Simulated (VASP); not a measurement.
Runs of VASP 6.6.1 on Al3GaN4. The structure is that of space group Cmm2 (No. 35), or close to it. The cells are those of the table. 

```csv
cell,gap on the mesh (eV),pressure (GPa),largest force (eV/Å)
"a = 4.411, b = 4.407 Å, angles 90.0, 85.0, 90.0°, 8 atoms",2.88,1.9,0.86
"a = 4.408, b = 4.407 Å, angles 90.0, 92.9, 90.0°, 8 atoms",3.11,(a),0.49
"a = 4.408, b = 4.407 Å, angles 90.0, 87.9, 90.0°, 8 atoms",3.18,0.3,0.36
"a = 4.409, b = 4.407 Å, angles 90.0, 86.4, 90.0°, 8 atoms",3.04,0.9,0.61
"a = 4.413, b = 4.407 Å, angles 90.0, 95.7, 90.0°, 8 atoms",2.78,2.5,0.99
"a = 4.410, b = 4.407 Å, angles 90.0, 85.7, 90.0°, 8 atoms",2.96,1.4,(b)
```

Alike in all rows: task single point; level PBEsol; potentials or basis VASP PAW PBE potentials, release 64 (Al, Ga_d, N); no spin polarisation; k mesh 6 × 6 × 6; cutoff (eV) 520; smearing gaussian 0.05 eV.

Estimate the missing entries.

(a) 0.6; (b) 0.74.

Caveats: the PAW data sets were made with another functional, which shifts forces and pressure a little.

A k mesh can miss the band edges, and the runs leave out spin-orbit coupling on Ga.
